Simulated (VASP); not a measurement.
# Si16Ag (a cell with a defect) in VASP: further runs

The runs below take Si16Ag (a cell with a defect) through single point, with r2SCAN.

Everything below comes from runs of VASP 6.6.1. Logs are shortened: lines on timing, memory, paths and dates and some standing lists are left out, and cuts for length are marked.

### Step 1. The cell of the first run

The cell holds a defect, 17 atoms: a = 7.699 Å, b = 7.699 Å, c = 7.699 Å, α = 60.00°, β = 60.00°, γ = 60.00°.

### Step 2. Single point, r2SCAN

POSCAR

```
Si16Ag
1.0
    0.0000000000      5.4437023800     -5.4437023800
    5.4437023800      5.4437023800      0.0000000000
    5.4437023800      0.0000000000     -5.4437023800
Si Ag
16 1
Direct
    0.1254820621      0.1448008993      0.1265868249
    0.1309782296      0.6058339104      0.1276824946
    0.5981857149      0.1449366525      0.1267330489
    0.6325957519      0.6557819937      0.0745156461
    0.1083973661      0.1206590578      0.6577062356
    0.1346537611      0.6275679237      0.6164705132
    0.6187127372      0.1458757192      0.6118587622
    0.6164905364      0.6274883823      0.6164881483
    0.2723358840      0.7412784936      0.2427762225
    0.2341799590      0.2393725647      0.2872770939
    0.7390100926      0.7411896754      0.2428582438
    0.7324336861      0.2923574599      0.2377916553
    0.2453697698      0.7472544816      0.7571784261
    0.2476964951      0.2553291681      0.7566971360
    0.7601187962      0.7687989181      0.7060783694
    0.7354011517      0.2552433809      0.7568282967
   -0.0918825948     -0.0759000899      0.2548935271
```

INCAR.step1

```
SYSTEM = Si16Ag
ALGO = Normal
EDIFF = 1E-4
ENCUT = 520
GGA = PE
ISMEAR = 0
LASPH = .True.
LCHARG = .False.
LREAL = Auto
LWAVE = .True.
NBANDS = 52
NELECT = 74.0
NELM = 100
PREC = Accurate
SIGMA = 0.02
```

INCAR.step2

```
SYSTEM = Si16Ag
ALGO = Normal
EDIFF = 1E-6
ENCUT = 520
ISIF = 2
ISMEAR = 0
ISTART = 1
LASPH = .True.
LCHARG = .False.
LMIXTAU = .True.
LREAL = Auto
LWAVE = .False.
METAGGA = R2SCAN
NBANDS = 52
NELECT = 74.0
NELM = 100
PREC = Accurate
SIGMA = 0.02
```

KPOINTS

```
k-points
0
Gamma
  2 2 2
  0 0 0
```

Potentials or basis: VASP PAW PBE potentials, release 64 (Si, Ag).

The run is started by

```console
> cat potpaw_PBE.64/Si/POTCAR potpaw_PBE.64/Ag/POTCAR > POTCAR
> cp INCAR.step1 INCAR
> mpirun -np 1 vasp_std > vasp.out
> cp INCAR.step2 INCAR
> mpirun -np 1 vasp_std > vasp.out
```

OUTCAR:

```text
SYSTEM = Si16Ag
   EDIFF = 1E-6
   ENCUT = 520
   ISIF = 2
   ISMEAR = 0
   ISTART = 1
   LASPH = .True.
   LREAL = Auto
   METAGGA = R2SCAN
   NELECT = 74.0
   NELM = 100
   PREC = Accurate

 ion  position               nearest neighbor table
   1  0.125  0.145  0.127-  10 2.30  14 2.33  12 2.47  17 2.48   9 2.54
   2  0.131  0.606  0.128-  10 2.32  13 2.33   9 2.47  11 2.47  17 2.53
   3  0.598  0.145  0.127-  10 2.30  16 2.33  12 2.47  17 2.49  11 2.54
   4  0.633  0.656  0.075-  11 2.29   9 2.29  12 2.30  15 2.32
   5  0.108  0.121  0.658-  10 2.33  14 2.35  16 2.35  13 2.35
   6  0.135  0.628  0.616-  13 2.34  14 2.34   9 2.35  15 2.37  17 3.24
   7  0.619  0.146  0.612-  14 2.34  16 2.34  12 2.36  15 2.38  17 3.19
   8  0.616  0.627  0.616-  13 2.34  16 2.34  11 2.35  15 2.37  17 3.24
   9  0.272  0.741  0.243-   4 2.29   6 2.35  17 2.40   2 2.47   1 2.54
  10  0.234  0.239  0.287-   1 2.30   3 2.30   2 2.32   5 2.33
  11  0.739  0.741  0.243-   4 2.29   8 2.35  17 2.40   2 2.47   3 2.54
  12  0.732  0.292  0.238-   4 2.30   7 2.36  17 2.42   3 2.47   1 2.47
  13  0.245  0.747  0.757-   2 2.33   6 2.34   8 2.34   5 2.35
  14  0.248  0.255  0.757-   1 2.33   7 2.34   6 2.34   5 2.35
  15  0.760  0.769  0.706-   4 2.32   8 2.37   6 2.37   7 2.38  17 2.84
  16  0.735  0.255  0.757-   3 2.33   7 2.34   8 2.34   5 2.35
  17  0.908  0.924  0.255-  11 2.40   9 2.40  12 2.42   1 2.48   3 2.49   2 2.53  15 2.84   7 3.19
                             6 3.24   8 3.24

  LATTYP: Found a face centered cubic cell.
 ALAT       =    10.8874047600

  Lattice vectors:

 A1 = (   0.0000000000,   5.4437023800,  -5.4437023800)
 A2 = (   5.4437023800,   5.4437023800,   0.0000000000)
 A3 = (   5.4437023800,   0.0000000000,  -5.4437023800)

Analysis of symmetry for initial positions (statically):
=====================================================================
 Subroutine PRICEL returns:
 Original cell was already a primitive cell.

 Routine SETGRP: Setting up the symmetry group for a
 face centered cubic supercell.

 Subroutine GETGRP returns: Found  1 space group operations
 (whereof  1 operations were pure point group operations)
 out of a pool of 48 trial point group operations.

The static configuration has the point symmetry C_1 .

Analysis of symmetry for dynamics (positions and initial velocities):
=====================================================================
 Subroutine PRICEL returns:
 Original cell was already a primitive cell.

 Routine SETGRP: Setting up the symmetry group for a
 face centered cubic supercell.

 Subroutine GETGRP returns: Found  1 space group operations
 (whereof  1 operations were pure point group operations)
[... 124 lines left out ...]
   TEBEG  =    0.0;   TEEND  =   0.0 temperature during run
   PSTRESS=    0.0 pullay stress
   NELECT =      74.0000    total number of electrons
   NUPDOWN=      -1.0000    fix difference up-down
   EMIN   =  10.00;   EMAX   =-10.00  energy-range for DOS
   EFERMI =   0.00;   METHOD = LEGACY
   ISMEAR =     0;   SIGMA  =   0.02  broadening in eV -4-tet -1-fermi 0-gaus
   EFERMI_NEDOS =   21; number of points for ismear=-14 and -15
   IALGO  =     38    algorithm
   IMIX   =      4    mixing-type and parameters
     AMIX     =   0.40;   BMIX     =  1.00
     AMIX_MAG =   1.60;   BMIX_MAG =  1.00
  volume/ion in A,a.u.               =      18.98       128.07
  Fermi-wavevector in a.u.,A,eV,Ry     =   1.002108  1.893709 13.663238  1.004220
  Thomas-Fermi vector in A             =   2.134573
   LORBIT       =      0    0 simple, 1 ext, 2 COOP (PROOUT), +10 PAW based schemes
   METAGGA = R2SCAN    functional components
   LHFCALC =     F    Hartree Fock is set to
   AEXX    =    0.0000 exact exchange contribution
   IVDW    =     0    specifies the selected vdW correction
   LEPSILON=     F    determine dielectric tensor
   LRPA    =     F    only Hartree local field effects (RPA)
 non-spin polarized calculation
 Gauss-broadening in eV      SIGMA  =   0.02
  energy-cutoff  :      520.00
  volume of cell :      322.64
 maximum number of plane-waves:      8694
 NGX is ok and might be reduce to    60
   NGX = 29   NGY = 29   NGZ = 29

 number of electron      74.0000000 magnetization

 Free energy of the ion-electron system (eV)
  ---------------------------------------------------
  ext. energy  EPLUGINS =         0.00000000
  ---------------------------------------------------
  free energy    TOTEN  =      -164.40248320 eV

  energy without entropy =     -164.40248320  energy(sigma->0) =     -164.40248320

 E-fermi :   6.6005     XC(G=0): -10.1497

 val. band max:        6.4982461586   @ k =   0.0000   0.0000   0.0000
 cond. band min:       6.7104746469   @ k =   0.0000   0.0000   0.0000
 fundamental gap:      0.2122284883
 Fermi energy:         6.6004832776

 k-point     1 :       0.0000    0.0000    0.0000
  band No.  band energies     occupation
      1      -6.3690      2.00000
      2      -3.9702      2.00000
      3      -3.9285      2.00000
      4      -3.8179      2.00000
      5      -3.7799      2.00000
      6      -2.5910      2.00000
[... 405 lines left out ...]
     48      10.7927      0.00000
     49      10.8927      0.00000
 [bands above 49 left out]

------------------------ aborting loop because EDIFF is reached ----------------------------------------

  FORCE on cell =-STRESS in cart. coord.  units (eV):
  Direction    XX          YY          ZZ          XY          YZ          ZX
  --------------------------------------------------------------------------------------
  -------------------------------------------------------------------------------------
  Total       -1.6065948     -0.8107476     -0.8251923      0.8583056     -1.4836237      0.8432339
  in kB       -7.9781798     -4.0260868     -4.0978175      4.2622550     -7.3675183      4.1874105
  external PRESSURE =      -5.3673614 kB  Pullay stress =       0.0000000 kB

 VOLUME and BASIS-vectors are now :
 -----------------------------------------------------------------------------
  energy-cutoff  :      520.00
  volume of cell :      322.64
      direct lattice vectors                 reciprocal lattice vectors
     0.000000000  5.443702380 -5.443702380    -0.091849254  0.091849254 -0.091849254
     5.443702380  5.443702380  0.000000000     0.091849254  0.091849254  0.091849254
     5.443702380  0.000000000 -5.443702380     0.091849254 -0.091849254 -0.091849254

 POSITION                                       TOTAL-FORCE (eV/Angst)
 -----------------------------------------------------------------------------------
      1.47735      1.47134     -1.37219        -0.005916     -0.007530      0.022868
      3.99304      4.01099     -1.40807         0.005105      0.011929      0.016285
      1.47889      4.04534     -3.94624        -0.010698      0.016774     -0.006340
      3.97552      7.01355     -3.84930         0.014800     -0.003931      0.000616
      4.23719      1.24691     -4.17044        -0.021445      0.018630      0.020236
      6.77217      4.14931     -4.08890        -0.003592     -0.001832     -0.006998
[... 9 lines left out ...]
      5.50942      5.39277     -8.12325        -0.012880      0.007006     -0.000711
      6.41809      9.97405     -6.33109         0.092776     -0.080333     -0.083726
 -----------------------------------------------------------------------------------
    total drift:                               -0.002482     -0.003721     -0.000847

  FREE ENERGIE OF THE ION-ELECTRON SYSTEM (eV)
  ---------------------------------------------------
  free  energy   TOTEN  =      -164.4024831970 eV

  energy  without entropy=     -164.4024831970  energy(sigma->0) =     -164.40248320
```

OUTCAR.step1:

```text
SYSTEM = Si16Ag
   EDIFF = 1E-4
   ENCUT = 520
   GGA = PE
   ISMEAR = 0
[... 672 lines left out ...]
      4.23719      1.24691     -4.17044         0.026725     -0.006271     -0.005530
      6.77217      4.14931     -4.08890        -0.002498     -0.005436      0.018245
[... 9 lines left out ...]
      5.50942      5.39277     -8.12325        -0.003649     -0.004313      0.000083
      6.41809      9.97405     -6.33109         0.143181     -0.148344     -0.152005
 -----------------------------------------------------------------------------------
    total drift:                               -0.002639     -0.003243     -0.000284

  FREE ENERGIE OF THE ION-ELECTRON SYSTEM (eV)
  ---------------------------------------------------
  free  energy   TOTEN  =       -92.2065590727 eV

  energy  without entropy=      -92.2065590727  energy(sigma->0) =      -92.20655907
```

OSZICAR.step1:

```text
N       E                     dE             d eps       ncg     rms          rms(c)
DAV:   1     0.205756434425E+03    0.20576E+03   -0.29347E+04   832   0.120E+03
DAV:   2    -0.780530975977E+02   -0.28381E+03   -0.26899E+03   972   0.189E+02
DAV:   3    -0.947751016011E+02   -0.16722E+02   -0.16349E+02  1060   0.407E+01
DAV:   4    -0.951065950265E+02   -0.33149E+00   -0.33029E+00  1056   0.684E+00
DAV:   5    -0.951149090123E+02   -0.83140E-02   -0.83046E-02  1072   0.102E+00    0.179E+01
DAV:   6    -0.927523088892E+02    0.23626E+01   -0.15785E+01   964   0.333E+01    0.154E+01
DAV:   7    -0.923564825329E+02    0.39583E+00   -0.36201E+00   932   0.121E+01    0.768E+00
DAV:   8    -0.922371714477E+02    0.11931E+00   -0.92015E-01  1024   0.507E+00    0.217E+00
DAV:   9    -0.922000698372E+02    0.37102E-01   -0.21913E-01   960   0.436E+00    0.423E-01
DAV:  10    -0.922055587621E+02   -0.54889E-02   -0.44788E-02  1028   0.776E-01    0.322E-01
DAV:  11    -0.922062072799E+02   -0.64852E-03   -0.70052E-03   928   0.719E-01    0.158E-01
DAV:  12    -0.922065823195E+02   -0.37504E-03   -0.13792E-03   972   0.190E-01    0.602E-02
DAV:  13    -0.922065590727E+02    0.23247E-04   -0.21214E-04   728   0.115E-01
   1 F= -.92206559E+02 E0= -.92206559E+02  d E =-.746361E-12
```

Wall time 31 min (1 thread of Intel Xeon 8259CL, shared host); peak memory 0.57 GiB.

Results:

| Quantity | Value |
| --- | --- |
| Free energy | -164.4025 eV |
| Largest force | 0.149 eV/Å |

Forces on the atoms (eV/Å):
```
Si  -0.006 -0.008  0.023
Si   0.005  0.012  0.016
Si  -0.011  0.017 -0.006
Si   0.015 -0.004  0.001
Si  -0.021  0.019  0.020
Si  -0.004 -0.002 -0.007
Si  -0.002  0.004  0.005
Si  -0.002 -0.007 -0.002
Si  -0.013 -0.001  0.001
Si  -0.027  0.026  0.020
Si  -0.013  0.003  0.002
Si   0.000  0.019  0.010
Si   0.001  0.006  0.005
Si  -0.012 -0.001  0.005
Si   0.010 -0.009 -0.008
Si  -0.013  0.007 -0.001
Ag   0.093 -0.080 -0.084
```

Caveat: the k points lie up to 0.50 Å⁻¹ apart; the cell carries a net charge on a neutralising background, which shifts energy and pressure; the cell is charged against a uniform background, so pressure and absolute levels hang on convention; the PAW data sets were made with another functional, which shifts forces and pressure a little.

### Step 3. Single point, r2SCAN

POSCAR

```
Si16Ag
1.0
    0.0000000000      5.4437023800     -5.4437023800
    5.4437023800      5.4437023800      0.0000000000
    5.4437023800      0.0000000000     -5.4437023800
Si Ag
16 1
Direct
    0.1227292481      0.1440582981      0.1214659535
    0.1282003407      0.6162095695      0.1252334262
    0.6096105680      0.1439930851      0.1214617284
    0.6252148377      0.6580057560      0.0893613328
    0.1177307199      0.1238660663      0.6385304995
    0.1342011280      0.6240895925      0.6217996069
    0.6200854243      0.1448052162      0.6128500912
    0.6177761504      0.6240658035      0.6217958411
    0.2649456931      0.7455432382      0.2451372994
    0.2420966298      0.2463303293      0.2673426831
    0.7422598111      0.7454736164      0.2451297677
    0.7342586389      0.2945204179      0.2347961756
    0.2465024548      0.7506578638      0.7542004896
    0.2491547857      0.2518406416      0.7515848984
    0.7563455370      0.7605676635      0.7245798401
    0.7452750383      0.2518134542      0.7515839799
   -0.1147138393     -0.0864578860      0.3137197592
```

INCAR.step1

```
SYSTEM = Si16Ag
PREC = Accurate
ENCUT = 520
ISMEAR = 0
SIGMA = 0.02
LREAL = Auto
LASPH = .TRUE.
NELM = 60
NBANDS = 52
NELECT = 74.0
GGA = PE
ALGO = Normal
EDIFF = 1E-4
LWAVE = .TRUE.
LCHARG = .FALSE.
```

INCAR.step2

```
SYSTEM = Si16Ag
PREC = Accurate
ENCUT = 520
EDIFF = 1E-6
ISMEAR = 0
SIGMA = 0.02
LREAL = Auto
LASPH = .TRUE.
NELM = 60
ALGO = Normal
ISIF = 2
LWAVE = .FALSE.
LCHARG = .FALSE.
METAGGA = R2SCAN
LMIXTAU = .TRUE.
NBANDS = 52
NELECT = 74.0
ISTART = 1
```

KPOINTS

```
Automatic mesh
0
G
  2 2 2
  0 0 0
```

Potentials or basis: VASP PAW PBE potentials, release 64 (Si, Ag).

The run is started by

```console
> cat potpaw_PBE.64/Si/POTCAR potpaw_PBE.64/Ag/POTCAR > POTCAR
> cp INCAR.step1 INCAR
> mpirun -np 1 vasp_std > vasp.out
> cp INCAR.step2 INCAR
> mpirun -np 1 vasp_std > vasp.out
```

Run time: 30 min. Hardware: 1 thread of Intel Xeon 8259CL, shared host; peak memory 0.59 GiB.

The run converged. Its results:

* Free energy: -164.4413 eV
* Largest force: 0.018 eV/Å

Forces on the atoms (eV/Å):
```
Si  -0.004 -0.003  0.001
Si   0.002  0.000 -0.001
Si  -0.003  0.004 -0.002
Si   0.001 -0.012 -0.014
Si  -0.003  0.005  0.004
Si   0.000 -0.004 -0.001
Si  -0.004 -0.003 -0.001
Si   0.000  0.000 -0.005
Si  -0.006  0.008 -0.001
Si  -0.007  0.009  0.010
Si  -0.004  0.000  0.009
Si   0.003  0.002  0.003
Si  -0.003  0.002  0.002
Si  -0.001  0.002  0.000
Si   0.012 -0.006 -0.005
Si   0.000  0.002  0.003
Ag   0.016 -0.005 -0.003
```

Levels at points of the mesh, in eV from the Fermi level:
| k point | band 33 | band 34 | band 35 | band 36 | band 37 | band 38 | band 39 | band 40 | band 41 | band 42 |
| --- | --- | --- | --- | --- | --- | --- | --- | --- | --- | --- |
| (0.00, 0.00, 0.00) | -0.93 | -0.88 | -0.43 | -0.15 | -0.12 | 0.20 | 0.74 | 0.75 | 0.78 | 0.93 |
| (0.50, 0.00, 0.00) | -2.13 | -1.06 | -0.90 | -0.88 | -0.66 | 0.98 | 1.37 | 1.44 | 1.55 | 1.66 |
| (0.00, 0.50, 0.00) | -2.17 | -1.08 | -0.96 | -0.83 | -0.76 | 0.87 | 1.45 | 1.46 | 1.60 | 1.60 |
| (0.00, 0.00, 0.50) | -2.23 | -1.01 | -0.98 | -0.69 | -0.46 | 1.02 | 1.25 | 1.54 | 1.60 | 1.80 |
| (0.50, 0.50, 0.50) | -2.13 | -1.06 | -0.90 | -0.88 | -0.66 | 0.98 | 1.37 | 1.44 | 1.55 | 1.66 |
| (0.50, 0.50, 0.00) | -1.95 | -1.72 | -1.57 | -1.49 | -0.92 | 0.91 | 1.27 | 2.29 | 2.31 | 2.44 |
| (0.00, 0.50, 0.50) | -2.01 | -1.67 | -1.62 | -1.51 | -0.97 | 0.93 | 1.26 | 2.28 | 2.29 | 2.47 |
| (0.50, 0.00, 0.50) | -1.95 | -1.72 | -1.57 | -1.49 | -0.92 | 0.91 | 1.27 | 2.29 | 2.31 | 2.44 |

Caveat: the k points lie up to 0.50 Å⁻¹ apart; the cell carries a net charge on a neutralising background, which shifts energy and pressure; the cell is charged against a uniform background, so pressure and absolute levels hang on convention; the PAW data sets were made with another functional, which shifts forces and pressure a little.

(Part 1 of 2 ends here.)
